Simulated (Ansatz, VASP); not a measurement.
**One calculation of Sn2TeO2, two programs**

```
CELL_PARAMETERS angstrom
3.81505 0.00000 0.00000
-1.90752 3.30393 0.00000
0.00000 0.00000 9.10257
ATOMIC_POSITIONS crystal
Sn 0.00000 0.00000 0.32859
Sn 0.00000 0.00000 0.67141
Te 0.00000 0.00000 0.00000
O 0.33333 0.66667 0.00000
O 0.66667 0.33333 0.00000
```

Alike in both runs: functional PBE; k mesh 12 × 12 × 4; occupations gaussian, width 0.1 eV; no spin polarisation.

Ansatz relaxed the structure, and its values are those at the end. VASP's run is a single point on that final structure, the one shown.

|  | VASP | Ansatz |
| --- | --- | --- |
| version | VASP 6.6.1 | Ansatz 0.2.0 |
| potentials or method | VASP PAW PBE potentials, release 64 (Sn_d, Te, O), cutoff 520 eV | scalar-relativistic, plane waves, PAW |
| valence electrons in the cell | 46 | 56 |

Ansatz gave:

- gap on the k mesh at the Fermi level (eV): none
- pressure (GPa): 0.0

**Question.** What did VASP give for the same quantities?

**Answer.** gap on the k mesh at the Fermi level (eV): none; pressure (GPa): -0.3.

A gap of «none» marks a metal or a gap that the smearing closes. The functional is the same, so the differences come from potentials, cutoffs and numerics. VASP's potentials hold 46 valence electrons a cell and Ansatz's 56, so a difference there can come from the potentials and not from the codes.

Spin-orbit coupling is off throughout.
